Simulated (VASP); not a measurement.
# GaAs (F-43m) in VASP: notebook

GaAs is run at these levels: PBE, r2SCAN; tasks: single point.

All numbers are computed with VASP 6.6.1; they aren't measurements. Logs are shortened: lines on timing, memory, paths and dates and some standing lists are left out, and cuts for length are marked.

## (1) The cell of the first run

The structure is cubic, space group F-43m (No. 216). The conventional cell has a = 5.801 Å, b = 5.801 Å, c = 5.801 Å, α = 90.00°, β = 90.00°, γ = 90.00°. Ga (site symmetry -43m) has 4 As at 2.51 Å within 3.3 Å. Within 3.3 Å of As (site symmetry -43m) lie 4 Ga at 2.51 Å.

## (2) Single point, PBE (volume changed by +3%)

File INCAR:

```
  PREC = Accurate
  ENCUT = 520
  EDIFF = 1E-6
  ISMEAR = 0
  SIGMA = 0.01
  LREAL = F
  LASPH = T
  NELM = 100
  ALGO = Normal
  ISIF = 2
  LWAVE = F
  LCHARG = T
  GGA = PE
  LELF = T
  LVHAR = T
  NBANDS = 16
```

File KPOINTS:

```
regular mesh
0
Gamma
  6 6 6
```

File POSCAR:

```
GaAs
1.0
    0.0000000000      2.9002542903      2.9002542903
    2.9002542903      0.0000000000      2.9002542903
    2.9002542903      2.9002542903      0.0000000000
Ga As
1 1
Direct
    0.0000000000      0.0000000000      0.0000000000
    0.2500000000      0.2500000000      0.2500000000
```

Potentials or basis: VASP PAW PBE potentials, release 64 (Ga_d, As).

On the command line:

```sh
> cat potpaw_PBE.64/Ga_d/POTCAR potpaw_PBE.64/As/POTCAR > POTCAR
> mpirun -np 1 vasp_std > vasp.out
```

OUTCAR:

```text
PREC = Accurate
   ENCUT = 520
   EDIFF = 1E-6
   ISMEAR = 0
   LREAL = F
   LASPH = T
   NELM = 100
   ISIF = 2
   GGA = PE

 ion  position               nearest neighbor table
   1  0.000  0.000  0.000-   2 2.51   2 2.51   2 2.51   2 2.51
   2  0.250  0.250  0.250-   1 2.51   1 2.51   1 2.51   1 2.51

  LATTYP: Found a face centered cubic cell.
 ALAT       =     5.8005085806

  Lattice vectors:

 A1 = (   0.0000000000,   2.9002542903,   2.9002542903)
 A2 = (   2.9002542903,   0.0000000000,   2.9002542903)
 A3 = (   2.9002542903,   2.9002542903,   0.0000000000)

Analysis of symmetry for initial positions (statically):
=====================================================================
 Subroutine PRICEL returns:
 Original cell was already a primitive cell.

 Routine SETGRP: Setting up the symmetry group for a
 face centered cubic supercell.

 Subroutine GETGRP returns: Found 24 space group operations
 (whereof 24 operations were pure point group operations)
 out of a pool of 48 trial point group operations.

The static configuration has the point symmetry T_d .

Analysis of symmetry for dynamics (positions and initial velocities):
=====================================================================
 Subroutine PRICEL returns:
 Original cell was already a primitive cell.

 Routine SETGRP: Setting up the symmetry group for a
 face centered cubic supercell.

 Subroutine GETGRP returns: Found 24 space group operations
 (whereof 24 operations were pure point group operations)
 out of a pool of 48 trial point group operations.

The dynamic configuration has the point symmetry T_d .

 Subroutine INISYM returns: Found 24 space group operations
 (whereof 24 operations are pure point group operations),
 and found     1 'primitive' translations

----------------------------------------------------------------------------------------

                                     Primitive cell

  volume of cell :      48.7908

  direct lattice vectors                    reciprocal lattice vectors
     0.000000000  2.900254290  2.900254290    -0.172398676  0.172398676  0.172398676
     2.900254290  0.000000000  2.900254290     0.172398676 -0.172398676  0.172398676
     2.900254290  2.900254290  0.000000000     0.172398676  0.172398676 -0.172398676

  length of vectors
     4.101578952  4.101578952  4.101578952     0.298603266  0.298603266  0.298603266

  position of ions in fractional coordinates (direct lattice)
     0.000000000  0.000000000  0.000000000
     0.250000000  0.250000000  0.250000000

  ion indices of the primitive-cell ions
   primitive index   ion index
                 1           1
                 2           2

----------------------------------------------------------------------------------------

 KPOINTS: regular mesh

Automatic generation of k-mesh.
 Grid dimensions read from file:
 generate k-points for:    6    6    6

 Generating k-lattice:

  Cartesian coordinates                     Fractional coordinates (reciprocal lattice)
    -0.028733113  0.028733113  0.028733113     0.166666667  0.000000000  0.000000000
     0.028733113 -0.028733113  0.028733113     0.000000000  0.166666667  0.000000000
     0.028733113  0.028733113 -0.028733113     0.000000000  0.000000000  0.166666667

  Length of vectors
     0.049767211  0.049767211  0.049767211

  Shift w.r.t. Gamma in fractional coordinates (k-lattice)
     0.000000000  0.000000000  0.000000000

 Subroutine IBZKPT returns following result:
 ===========================================

 Found     16 irreducible k-points:

 Following reciprocal coordinates:
            Coordinates               Weight
  0.000000  0.000000  0.000000      1.000000
  0.166667  0.000000  0.000000      8.000000
  0.333333  0.000000  0.000000      8.000000
  0.500000  0.000000  0.000000      4.000000
  0.166667  0.166667  0.000000      6.000000
  0.333333  0.166667  0.000000     24.000000
[... 8 lines left out ...]
 -0.333333  0.333333  0.166667     24.000000
 -0.333333  0.500000  0.166667     12.000000
   k-points           NKPTS =     16   k-points in BZ     NKDIM =     16   number of bands    NBANDS=     16
   number of dos      NEDOS =    301   number of ions     NIONS =      2
   total plane-waves  NPLWV =  32768
   dimension x,y,z NGX =    32 NGY =   32 NGZ =   32
   dimension x,y,z NGXF=    64 NGYF=   64 NGZF=   64
   ions per type =               1   1
   NGX,Y,Z   is equivalent  to a cutoff of  12.97, 12.97, 12.97 a.u.
   NGXF,Y,Z  is equivalent  to a cutoff of  25.94, 25.94, 25.94 a.u.
 SYSTEM =  unknown system
   PREC   = accura    normal or accurate (medium, high low for compatibility)
   ISTART =      0    job   : 0-new  1-cont  2-samecut
   ICHARG =      2    charge: 1-file 2-atom 10-const
   ISPIN  =      1    spin polarized calculation?
   LNONCOLLINEAR =      F non collinear calculations
   LSORBIT =      F    spin-orbit coupling
   LASPH  =      T    aspherical Exc in radial PAW
   ENCUT  =  520.0 eV  38.22 Ry    6.18 a.u.   7.63  7.63  7.63*2*pi/ulx,y,z
   NELM   =    100;   NELMIN=  2; NELMDL= -5     # of ELM steps
   EDIFF  = 0.1E-05   stopping-criterion for ELM
   LREAL  =      F    real-space projection
   EDIFFG = 0.1E-04   stopping-criterion for IOM
   NSW    =      0    number of steps for IOM
   IBRION =     -1    ionic relax: 0-MD 1-quasi-New 2-CG
   NFREE  =      0    steps in history (QN), initial steepest desc. (CG)
   ISIF   =      2    stress and relaxation
   ISYM   =      2    0-nonsym 1-usesym 2-fastsym
   POTIM  = 0.5000    time-step for ionic-motion
   TEBEG  =    0.0;   TEEND  =   0.0 temperature during run
   PSTRESS=    0.0 pullay stress
   NELECT =      18.0000    total number of electrons
   NUPDOWN=      -1.0000    fix difference up-down
   EMIN   =  10.00;   EMAX   =-10.00  energy-range for DOS
   EFERMI =   0.00;   METHOD = LEGACY
   ISMEAR =     0;   SIGMA  =   0.01  broadening in eV -4-tet -1-fermi 0-gaus
   EFERMI_NEDOS =   21; number of points for ismear=-14 and -15
   IALGO  =     38    algorithm
   IMIX   =      4    mixing-type and parameters
     AMIX     =   0.40;   BMIX     =  1.00
     AMIX_MAG =   1.60;   BMIX_MAG =  1.00
  volume/ion in A,a.u.               =      24.40       164.63
  Fermi-wavevector in a.u.,A,eV,Ry     =   1.174139  2.218801 18.757031  1.378603
  Thomas-Fermi vector in A             =   2.310541
   LORBIT       =      0    0 simple, 1 ext, 2 COOP (PROOUT), +10 PAW based schemes
   GGA     = PE    functional components
   LHFCALC =     F    Hartree Fock is set to
   AEXX    =    0.0000 exact exchange contribution
   IVDW    =     0    specifies the selected vdW correction
   LEPSILON=     F    determine dielectric tensor
   LRPA    =     F    only Hartree local field effects (RPA)
 non-spin polarized calculation
 Gauss-broadening in eV      SIGMA  =   0.01
  energy-cutoff  :      520.00
  volume of cell :       48.79
 maximum number of plane-waves:      1363
 NGX is ok and might be reduce to    32
   NGX = 15   NGY = 15   NGZ = 15

 number of electron      17.9999988 magnetization

 Free energy of the ion-electron system (eV)
  ---------------------------------------------------
  ext. energy  EPLUGINS =         0.00000000
  ---------------------------------------------------
  free energy    TOTEN  =        -8.24512897 eV

  energy without entropy =       -8.24505755  energy(sigma->0) =       -8.24509326

 E-fermi :   3.2497     XC(G=0):  -9.2423

 val. band max:        3.2466340478   @ k =   0.0000   0.0000   0.0000
 cond. band min:       4.0380412063   @ k =   0.5000   0.0000   0.0000
 fundamental gap:      0.7914071585
 Fermi energy:         3.2496793629

 k-point     1 :       0.0000    0.0000    0.0000
  band No.  band energies     occupation
      1     -11.4452      2.00000
      2     -11.4452      2.00000
      3     -11.4452      2.00000
      4     -11.3834      2.00000
      5     -11.3834      2.00000
      6      -8.9542      2.00000
[... 8 lines left out ...]
     15      13.1749      0.00000
     16      13.1749      0.00000

 k-point     2 :       0.1667    0.0000    0.0000
  band No.  band energies     occupation
      1     -11.4607      2.00000
      2     -11.4407      2.00000
      3     -11.4407      2.00000
      4     -11.3834      2.00000
      5     -11.3834      2.00000
      6      -8.6690      2.00000
[... 8 lines left out ...]
     15      12.1832      0.00000
     16      12.1832      0.00000

 k-point     3 :       0.3333    0.0000    0.0000
  band No.  band energies     occupation
      1     -11.4891      2.00000
      2     -11.4331      2.00000
      3     -11.4331      2.00000
      4     -11.3820      2.00000
      5     -11.3820      2.00000
      6      -7.9403      2.00000
[... 8 lines left out ...]
     15      12.7245      0.00000
     16      12.7245      0.00000

 k-point     4 :       0.5000    0.0000    0.0000
  band No.  band energies     occupation
      1     -11.5024      2.00000
      2     -11.4303      2.00000
      3     -11.4303      2.00000
      4     -11.3804      2.00000
      5     -11.3804      2.00000
      6      -7.4159      2.00000
[... 8 lines left out ...]
     15      14.7364      0.00000
     16      14.7364      0.00000

 k-point     5 :       0.1667    0.1667    0.0000
  band No.  band energies     occupation
      1     -11.4699      2.00000
      2     -11.4362      2.00000
      3     -11.4362      2.00000
      4     -11.3871      2.00000
      5     -11.3809      2.00000
      6      -8.5731      2.00000
[... 8 lines left out ...]
     15      12.5471      0.00000
     16      13.6050      0.00000

 k-point     6 :       0.3333    0.1667    0.0000
  band No.  band energies     occupation
      1     -11.4924      2.00000
      2     -11.4295      2.00000
      3     -11.4277      2.00000
      4     -11.3891      2.00000
      5     -11.3789      2.00000
      6      -7.9793      2.00000
[... 8 lines left out ...]
     15      13.7143      0.00000
     16      13.9220      0.00000

 k-point     7 :       0.5000    0.1667    0.0000
  band No.  band energies     occupation
      1     -11.5065      2.00000
      2     -11.4271      2.00000
      3     -11.4242      2.00000
      4     -11.3859      2.00000
      5     -11.3793      2.00000
      6      -7.2961      2.00000
[... 8 lines left out ...]
     15      14.3473      0.00000
     16      14.7681      0.00000

 k-point     8 :      -0.3333    0.1667    0.0000
  band No.  band energies     occupation
      1     -11.5012      2.00000
      2     -11.4282      2.00000
      3     -11.4272      2.00000
      4     -11.3834      2.00000
      5     -11.3822      2.00000
      6      -7.4868      2.00000
[... 8 lines left out ...]
     15      12.9575      0.00000
     16      14.6148      0.00000

 k-point     9 :      -0.1667    0.1667    0.0000
  band No.  band energies     occupation
      1     -11.4802      2.00000
      2     -11.4355      2.00000
      3     -11.4329      2.00000
      4     -11.3854      2.00000
      5     -11.3817      2.00000
      6      -8.2278      2.00000
[... 8 lines left out ...]
     15      12.8365      0.00000
     16      13.4854      0.00000

 k-point    10 :       0.3333    0.3333    0.0000
  band No.  band energies     occupation
      1     -11.5111      2.00000
      2     -11.4175      2.00000
      3     -11.4175      2.00000
      4     -11.3965      2.00000
      5     -11.3759      2.00000
      6      -7.5716      2.00000
[... 8 lines left out ...]
     15      14.8687      0.00000
     16      15.7466      0.00000

 k-point    11 :       0.5000    0.3333    0.0000
  band No.  band energies     occupation
      1     -11.5204      2.00000
      2     -11.4157      2.00000
      3     -11.4129      2.00000
      4     -11.3962      2.00000
      5     -11.3759      2.00000
      6      -6.9852      2.00000
[... 8 lines left out ...]
     15      15.1600      0.00000
     16      15.4678      0.00000

 k-point    12 :      -0.3333    0.3333    0.0000
  band No.  band energies     occupation
      1     -11.5143      2.00000
      2     -11.4220      2.00000
      3     -11.4169      2.00000
      4     -11.3892      2.00000
      5     -11.3806      2.00000
      6      -6.9386      2.00000
[... 8 lines left out ...]
     15      12.7391      0.00000
     16      16.8878      0.00000

 k-point    13 :       0.5000    0.5000    0.0000
  band No.  band energies     occupation
      1     -11.5291      2.00000
      2     -11.4080      2.00000
      3     -11.4080      2.00000
      4     -11.4016      2.00000
      5     -11.3734      2.00000
      6      -6.7729      2.00000
[... 8 lines left out ...]
     15      15.7734      0.00000
     16      16.2032      0.00000

 k-point    14 :       0.5000    0.3333    0.1667
  band No.  band energies     occupation
      1     -11.5082      2.00000
      2     -11.4246      2.00000
      3     -11.4192      2.00000
      4     -11.3908      2.00000
      5     -11.3786      2.00000
      6      -7.3598      2.00000
[... 8 lines left out ...]
     15      13.9551      0.00000
     16      15.8062      0.00000

 k-point    15 :      -0.3333    0.3333    0.1667
  band No.  band energies     occupation
      1     -11.5140      2.00000
      2     -11.4241      2.00000
      3     -11.4154      2.00000
      4     -11.3891      2.00000
      5     -11.3803      2.00000
      6      -6.9380      2.00000
[... 8 lines left out ...]
     15      14.9389      0.00000
     16      15.4380      0.00000

 k-point    16 :      -0.3333    0.5000    0.1667
  band No.  band energies     occupation
      1     -11.5214      2.00000
      2     -11.4181      2.00000
      3     -11.4104      2.00000
      4     -11.3943      2.00000
      5     -11.3776      2.00000
      6      -6.7416      2.00000
[... 8 lines left out ...]
     15      14.9415      0.00000
     16      16.0919      0.00000

------------------------ aborting loop because EDIFF is reached ----------------------------------------

  FORCE on cell =-STRESS in cart. coord.  units (eV):
  Direction    XX          YY          ZZ          XY          YZ          ZX
  --------------------------------------------------------------------------------------
  -------------------------------------------------------------------------------------
  Total       -0.4079076     -0.4079076     -0.4079076      0.0000000     -0.0000000     -0.0000000
  in kB      -13.3947360    -13.3947360    -13.3947360      0.0000000     -0.0000000     -0.0000000
  external PRESSURE =     -13.3947360 kB  Pullay stress =       0.0000000 kB

 VOLUME and BASIS-vectors are now :
 -----------------------------------------------------------------------------
  energy-cutoff  :      520.00
  volume of cell :       48.79
      direct lattice vectors                 reciprocal lattice vectors
     0.000000000  2.900254290  2.900254290    -0.172398676  0.172398676  0.172398676
     2.900254290  0.000000000  2.900254290     0.172398676 -0.172398676  0.172398676
     2.900254290  2.900254290  0.000000000     0.172398676  0.172398676 -0.172398676

 POSITION                                       TOTAL-FORCE (eV/Angst)
 -----------------------------------------------------------------------------------
      0.00000      0.00000      0.00000        -0.000000     -0.000000     -0.000000
      1.45013      1.45013      1.45013         0.000000      0.000000      0.000000
 -----------------------------------------------------------------------------------
    total drift:                                0.000002      0.000002      0.000001

  FREE ENERGIE OF THE ION-ELECTRON SYSTEM (eV)
  ---------------------------------------------------
  free  energy   TOTEN  =        -8.2451289719 eV

  energy  without entropy=       -8.2450575542  energy(sigma->0) =       -8.24509326
```

It took 19 s on 1 thread of Intel Xeon Platinum 8259CL at 2.50GHz (Skylake/Cascade Lake), shared host; peak memory 0.17 GiB.

What came out:

```yaml
Free_energy: -8.2451 eV
Pressure: -1.3 GPa
Band_gap_on_the_k_mesh: zero (filled and empty bands touch)
```

## (3) Single point, PBE (volume changed by +6%)

File INCAR:

```
  PREC = Accurate
  ENCUT = 520
  EDIFF = 1E-7
  ISMEAR = 0
  SIGMA = 0.01
  LREAL = False
  LASPH = True
  NELM = 100
  ALGO = Normal
  ISIF = 2
  LWAVE = False
  LCHARG = False
  GGA = PE
  NBANDS = 16
```

KPOINTS is that of step 2.

File POSCAR:

```
GaAs
1.0
    0.0000000000      2.9281430617      2.9281430617
    2.9281430617      0.0000000000      2.9281430617
    2.9281430617      2.9281430617      0.0000000000
Ga As
1 1
Direct
    0.0000000000      0.0000000000      0.0000000000
    0.2500000000      0.2500000000      0.2500000000
```

Potentials or basis: VASP PAW PBE potentials, release 64 (Ga_d, As).

On the command line:

```sh
> cat potpaw_PBE.64/Ga_d/POTCAR potpaw_PBE.64/As/POTCAR > POTCAR
> mpirun -np 1 vasp_std > vasp.out
```

It took 23 s on 1 thread of Intel Xeon Platinum 8259CL at 2.50GHz (Skylake/Cascade Lake), shared host; peak memory 0.17 GiB.

Results (log left out):

```
Free energy            : -8.2268 eV
Pressure               : -2.8 GPa
Band gap on the k mesh : zero (filled and empty bands touch)
```

Levels at points of the mesh, in eV from the Fermi level:
```
           k point  band 6  band 7  band 8  band 9  band 10  band 11  band 12  band 13
(0.00, 0.00, 0.00)  -12.02   -0.25    0.00    0.00     0.00     3.68     3.68     3.68
(0.50, 0.00, 0.00)  -10.56   -6.11   -1.00   -1.00     0.72     4.58     4.58     7.60
(0.50, 0.50, 0.00)   -9.95   -6.36   -2.33   -2.33     1.64     1.68     9.34     9.34
```

## (4) Single point, r2SCAN (volume changed by -6%)

File POSCAR:

```
GaAs
1.0
    0.0000000000      2.7752508028      2.7752508028
    2.7752508028      0.0000000000      2.7752508028
    2.7752508028      2.7752508028      0.0000000000
Ga As
1 1
Direct
    0.0000000000      0.0000000000      0.0000000000
    0.2500000000      0.2500000000      0.2500000000
```

File INCAR.step1:

```
PREC     = Accurate       # precision mode
ENCUT    = 520            # plane-wave cutoff, eV
ISMEAR   = 0              # smearing method
SIGMA    = 0.01           # smearing width, eV
LREAL    = F              # projectors in reciprocal space
LASPH    = T              # aspherical terms in the spheres
NELM     = 60             # most SCF steps
NBANDS   = 16             # bands
GGA      = PE             # functional
ALGO     = Normal         # electronic algorithm
EDIFF    = 1E-4           # SCF threshold, eV
LWAVE    = T              # write WAVECAR
LCHARG   = F              # write CHGCAR
```

File INCAR.step2:

```
PREC     = Accurate       # precision mode
ENCUT    = 520            # plane-wave cutoff, eV
EDIFF    = 1E-6           # SCF threshold, eV
ISMEAR   = 0              # smearing method
SIGMA    = 0.01           # smearing width, eV
LREAL    = F              # projectors in reciprocal space
LASPH    = T              # aspherical terms in the spheres
NELM     = 60             # most SCF steps
ALGO     = Normal         # electronic algorithm
ISIF     = 2              # what is computed and relaxed
LWAVE    = F              # write WAVECAR
LCHARG   = F              # write CHGCAR
METAGGA  = R2SCAN         # meta-GGA
LMIXTAU  = T            
NBANDS   = 16             # bands
ISTART   = 1
```

KPOINTS is that of step 3.

On the command line:

```sh
> cat potpaw_PBE.64/Ga_d/POTCAR potpaw_PBE.64/As/POTCAR > POTCAR
> cp INCAR.step1 INCAR
> mpirun -np 1 vasp_std > vasp.out
> cp INCAR.step2 INCAR
> mpirun -np 1 vasp_std > vasp.out
```

Wall time 1.8 min (1 thread of Intel Xeon Platinum 8259CL at 2.50GHz (Skylake/Cascade Lake), shared host); peak memory 0.16 GiB.

The run converged. Its results:

```
Free energy            : -26.9924 eV
Pressure               : 5.3 GPa
Band gap on the k mesh : 1.45 eV, direct
```

Levels at points of the mesh, in eV from the valence-band top:
```
           k point  band 7  band 8  band 9  band 10  band 11  band 12
(0.00, 0.00, 0.00)    0.00    0.00    0.00     1.45     4.05     4.05
(0.50, 0.00, 0.00)   -7.15   -1.28   -1.28     1.53     4.99     4.99
(0.50, 0.50, 0.00)   -7.28   -2.99   -2.99     1.65     1.91    11.33
```

Caveat: the PAW data sets were made with another functional, which shifts forces and pressure a little. A k mesh can miss the band edges.

[end of part 1 of 2]
